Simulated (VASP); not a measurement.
**Cd: single point with LDA**

Crystal: Cd.

```
Cd
1.0
     2.88186    0.00000    0.00000
    -1.44093    2.49577    0.00000
     0.00000    0.00000    5.63837
Cd
2
Direct
  0.33333 0.66667 0.25000
  0.66667 0.33333 0.75000
```

```json
{
  "Program": "VASP 6.6.1",
  "Task": "single point",
  "Functional": "LDA",
  "Potentials or basis": "VASP PAW LDA potentials, release 64 (Cd)",
  "Cutoff": "520 eV",
  "k mesh": "13 × 13 × 6",
  "Occupations": "methfessel-paxton, width 0.2 eV",
  "Spin": "no spin polarisation"
}
```

```json
{"Pressure": "0.8 GPa", "Band gap on the k mesh": "zero (bands 12 and 13 overlap by 4.69 eV)"}
```

Stress tensor (GPa, compression positive):
```
 2.11  0.00  0.00
 0.00  2.11  0.00
 0.00  0.00 -1.93
```

Levels at points of the mesh, in eV from the Fermi level:
| k point | band 10 | band 11 | band 12 | band 13 | band 14 | band 15 |
| --- | --- | --- | --- | --- | --- | --- |
| (0.00, 0.00, 0.00) | -8.34 | -8.34 | -3.31 | -3.28 | 10.05 | 14.82 |
| (0.00, 0.00, 0.50) | -8.45 | -7.64 | -7.64 | 3.42 | 3.42 | 15.61 |

Wall time 64 s on 1 thread of AMD EPYC 7R13, with other jobs on the host, peak memory 0.15 GiB.
